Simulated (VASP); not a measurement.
Write the native input for VASP 6.6.1 that does the following.

```yaml
Task: single point
Functional: PBEsol
Potentials_or_basis: VASP PAW PBE potentials, release 64 (Ti_sv)
Cutoff: 520 eV
k_mesh: 7 × 7 × 9
Occupations: fermi-dirac, width 0.05 eV
Spin: no spin polarisation
Hubbard_terms: Ti d U = 4.0 eV
Dipole_correction: no
Further_INCAR_settings: ALGO = Normal; EDIFF = 1e-06; NBANDS = 25
```

The structure of Ti lies in POSCAR:

```
Ti
1.0
    4.5673748306      0.0000000000      0.0000000000
   -2.2836874153      3.9554626319      0.0000000000
    0.0000000000      0.0000000000      2.8262442700
Ti
3
Direct
    0.6666666667      0.3333333333      0.5000000000
    0.3333333333      0.6666666667      0.5000000000
    0.0000000000      0.0000000000      0.0000000000
```

One way to write it, as run:

INCAR

```
PREC = Accurate
ENCUT = 520
EDIFF = 1E-6
ISMEAR = -1
SIGMA = 0.05
LREAL = False
LASPH = True
NELM = 150
ALGO = Normal
ISIF = 2
LWAVE = False
LCHARG = False
LMAXMIX = 4
LDAU = True
LDAUTYPE = 2
LDAUL = 2
LDAUU = 4
LDAUJ = 0
LDAUPRINT = 1
GGA = PS
NBANDS = 25
```

KPOINTS

```
regular mesh
0
Gamma
  7 7 9
```

Potentials or basis: VASP PAW PBE potentials, release 64 (Ti_sv).

Command:

```bash
$ cat potpaw_PBE.64/Ti_sv/POTCAR > POTCAR
$ mpirun -np 1 vasp_std > vasp.out
```

Results of the run:

The pressure is 6.1 GPa and the band gap on the k mesh is zero (band 18 reaches 8.88 eV, above the bottom of band 19 at 8.77 eV).

Caveat: the PAW data sets were made with another functional, which shifts forces and pressure a little; U without spin polarisation on a metal has little footing; the U is typed as a test and isn't derived for this compound.

Wall time 65 s on 1 thread of AMD EPYC 7R13 Processor (Zen 3), on a shared host, peak memory 0.16 GiB.
